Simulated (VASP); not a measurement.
A run of VASP 6.6.1:

The input POSCAR:

```
MgTl
1.0
    3.5567308800      0.0000000000      0.0000000000
    0.0000000000      3.5567308800      0.0000000000
    0.0000000000      0.0000000000      3.5567308800
Mg Tl
1 1
Direct
    0.0000000000      0.0000000000      0.0000000000
    0.5000000000      0.5000000000      0.5000000000
```

The input INCAR.step1:

```
SYSTEM = MgTl
PREC = Accurate
ENCUT = 520
ISMEAR = -1
SIGMA = 0.1
LREAL = .FALSE.
LASPH = .TRUE.
NELM = 80
NBANDS = 14
GGA = PE
ALGO = Normal
EDIFF = 1E-4
LWAVE = .TRUE.
LCHARG = .FALSE.
```

The input INCAR.step2:

```
SYSTEM = MgTl
PREC = Accurate
ENCUT = 520
EDIFF = 1E-6
ISMEAR = -1
SIGMA = 0.1
LREAL = .FALSE.
LASPH = .TRUE.
NELM = 80
ALGO = Normal
ISIF = 2
LWAVE = .FALSE.
LCHARG = .FALSE.
METAGGA = R2SCAN
LMIXTAU = .TRUE.
NBANDS = 14
ISTART = 1
```

The input KPOINTS:

```
Automatic mesh
0
G
  9 9 9
  0 0 0
```

Potentials or basis: VASP PAW PBE potentials, release 64 (Mg, Tl_d).

Launch:

```sh
$ cat potpaw_PBE.64/Mg/POTCAR potpaw_PBE.64/Tl_d/POTCAR > POTCAR
$ cp INCAR.step1 INCAR
$ mpirun -np 1 vasp_std > vasp.out
$ cp INCAR.step2 INCAR
$ mpirun -np 1 vasp_std > vasp.out
```

Hardware: 1 thread of Intel(R) Xeon(R) 6975P-C (Granite Rapids), with other jobs on the host.

**Question.** Estimate the wall time of this run.

**Answer.** Run time: 31 s on 1 thread of Intel(R) Xeon(R) 6975P-C (Granite Rapids), with other jobs on the host, peak memory 0.17 GiB. Counts: k points 35.
